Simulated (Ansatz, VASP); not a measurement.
## Two plane-wave programs on Cu

The input INCAR:

```
SYSTEM = Cu
PREC = Accurate ; ENCUT = 600
EDIFF = 1E-6 ; ISMEAR = -1
SIGMA = 0.05 ; LREAL = .FALSE.
LASPH = .TRUE. ; NELM = 60
ALGO = Normal ; ISIF = 3
LWAVE = .FALSE. ; LCHARG = .FALSE.
GGA = CA ; IBRION = 2
NSW = 60 ; EDIFFG = -0.01
```

File KPOINTS:

```
regular mesh
0
G
  11 11 11
  0 0 0
```

The input POSCAR:

```
Cu
1.0
    1.2184636900     -3.9763780104      0.0000000000
    1.2184636900      3.9763780104      0.0000000000
    0.0000000000      0.0000000000      2.4754955235
Cu
2
Direct
    0.8661333500      0.1338666500      0.7500000000
    0.1338666500      0.8661333500      0.2500000000
```

Contents of input.yaml:

```yaml
crystal:
  lattice:
    - [1.21846369, -3.9763780104, 0.0]
    - [1.21846369, 3.9763780104, 0.0]
    - [0.0, 0.0, 2.4754955235]
  atoms:
    - { symbol: Cu, position: [0.86613335, 0.13386665, 0.75] }
    - { symbol: Cu, position: [0.13386665, 0.86613335, 0.25] }
hamiltonian:
  xc: lda
  pseudopotentials: { kind: paw }
kpoints:
  mp_grid: { grid: [11, 11, 11] }
scf:
  occupations: { method: fermi_dirac, width: 0.05 }
output:
  forces: true
  stress: true
  eigenvalues: true
relax:
  f_tol: 0.01
  max_steps: 40
  cell: { stress_tol: 0.05 }
```

Alike in both runs: task relaxation of cell and atoms; functional LDA; k mesh 11 × 11 × 11; occupations fermi-dirac, width 0.05 eV; no spin polarisation.

```csv
,VASP,Ansatz
version,VASP 6.6.1,Ansatz 0.2.0
potentials or method,"VASP PAW LDA potentials, release 64 (Cu)",Ansatz PAW
plane-wave cutoff (eV),600,420
valence electrons in the cell,22,38
```

Ansatz gave:

- gap on the k mesh at the Fermi level, each at its own relaxed structure (eV): none
- relaxed volume (Å³/atom): 11.41
- relaxed length of the cell vector where the two differ most in proportion (Å): 4.075

Q: Estimate VASP's values.

A: gap on the k mesh at the Fermi level, each at its own relaxed structure (eV): none; relaxed volume (Å³/atom): 11.47; relaxed length of the cell vector where the two differ most in proportion (Å): 4.084.

LDA's correlation is that of Perdew and Zunger in VASP and of Perdew and Wang (1992) in Ansatz. A gap of «none» marks a metal or a gap that the smearing closes. VASP's potentials hold 22 valence electrons a cell and Ansatz's 38, so a difference there can come from the potentials and not from the codes.

Noted on Ansatz's run: the plane-wave basis is chosen anew once the cell has moved, so the energies of steps on either side of that aren't comparable.
